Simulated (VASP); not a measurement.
Wanted: the native input for a VASP 6.6.1 run.

| Property | Result |
| --- | --- |
| Task | single point |
| Functional | PBE |
| Potentials or basis | VASP PAW PBE potentials, release 64 (Ba_sv, Au_sv_GW) |
| Cutoff | 540 eV |
| k mesh | 6 × 6 × 6 |
| Occupations | gaussian, width 0.1 eV |
| Spin | no spin polarisation |
| Dipole correction | no |
| Further INCAR settings | ALGO = Normal; EDIFF = 1e-06; NBANDS = 26 |

The structure of Ba2Au lies in POSCAR:

```
Ba2Au
1.0
   -2.4688414949      2.4688414949      4.0491539171
    2.4688414949     -2.4688414949      4.0491539171
    2.4688414949      2.4688414949     -4.0491539171
Ba Au
2 1
Direct
    0.5930000000      0.5930000000      0.0000000000
    0.4070000000      0.4070000000      0.0000000000
    0.0000000000      0.0000000000      0.0000000000
```

These files were run (other wordings do the same):

INCAR

```
PREC = Accurate
ENCUT = 540
EDIFF = 1E-6
ISMEAR = 0
SIGMA = 0.1
LREAL = F
LASPH = T
NELM = 120
ALGO = Normal
ISIF = 2
LWAVE = F
LCHARG = T
GGA = PE
LELF = T
LVHAR = T
NBANDS = 26
GGA_COMPAT = F
```

KPOINTS

```
regular mesh
0
Gamma
  6 6 6
```

Potentials or basis: VASP PAW PBE potentials, release 64 (Ba_sv, Au_sv_GW).

Launch:

```console
$ cat potpaw_PBE.64/Ba_sv/POTCAR potpaw_PBE.64/Au_sv_GW/POTCAR > POTCAR
$ mpirun -np 1 vasp_std > vasp.out
```

Results of the run:

```
Pressure               : 175.8 GPa
Largest force          : 226.873 eV/Å
Band gap on the k mesh : zero (an odd number of electrons rules out a gap without spin polarisation)
```

Caveat: atoms lie so close that the PAW spheres overlap strongly, which falsifies energies and pressures; the stress differs along the axes, from -11 to 548 GPa; spin-orbit coupling is left out, which moves the levels of the heavy elements; forces of over 1 eV/Å act on the atoms, so gaps and moduli don't describe the material at rest.

Wall time 66 s on 1 thread of AMD EPYC 9R45 96-Core Processor (Zen 5), with other jobs on the host, peak memory 0.28 GiB.
